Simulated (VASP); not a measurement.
Set up this calculation in VASP 6.6.1, as the native input.

```yaml
Task: single point
Functional: PBE
Potentials_or_basis: VASP PAW PBE potentials, release 64 (Nb_sv, C)
Cutoff: 520 eV
k_mesh: 12 × 10 × 4
Occupations: gaussian, width 0.1 eV
Spin: no spin polarisation
Dipole_correction: no
Further_INCAR_settings: ALGO = Fast; EDIFF = 1e-06; NBANDS = 54
```

The structure of NbC2 lies in POSCAR:

```
NbC2
1.0
    3.2246647943     -0.0003531693      0.0068285887
    1.5035700563      3.8380486417      0.0052724525
    0.3177609984      1.9920414494     10.3422045673
Nb C
4 8
Direct
    0.7772618390      0.4183185094      0.1461964762
    0.5265178360      0.0872676969      0.6342265692
    0.4734821640      0.9127323031      0.3657734308
    0.2227381610      0.5816814906      0.8538035238
    0.7984388618      0.3132623500      0.3654806205
    0.5275819286      0.9958889353      0.8284203415
    0.4202489696      0.1415078807      0.0389088714
    0.0524765353      0.6515012677      0.5120128225
    0.9475234647      0.3484987323      0.4879871775
    0.5797510304      0.8584921193      0.9610911286
    0.4724180714      0.0041110647      0.1715796585
    0.2015611382      0.6867376500      0.6345193795
```

These files were run (other wordings do the same):

INCAR

```
ALGO = Fast
EDIFF = 1E-6
ENCUT = 520
GGA = PE
ISIF = 2
ISMEAR = 0
KPAR = 4
LASPH = True
LCHARG = True
LREAL = False
LVHAR = True
LWAVE = False
NBANDS = 54
NELM = 80
PREC = Accurate
SIGMA = 0.1
```

KPOINTS

```
k-points
0
Gamma
  12 10 4
```

Potentials or basis: VASP PAW PBE potentials, release 64 (Nb_sv, C).

The run is started by

```sh
$ cat potpaw_PBE.64/Nb_sv/POTCAR potpaw_PBE.64/C/POTCAR > POTCAR
$ mpirun -np 4 vasp_std > vasp.out
```

Results of the run:

```
Pressure               : -0.1 GPa
Largest force          : 0.089 eV/Å
Band gap on the k mesh : zero (bands 42 and 43 overlap by 1.11 eV)
```

It took 42 min on 4 MPI ranks on Oxide Virtual Turin-like Processor, on a shared host, peak memory 1.1 GiB a rank.
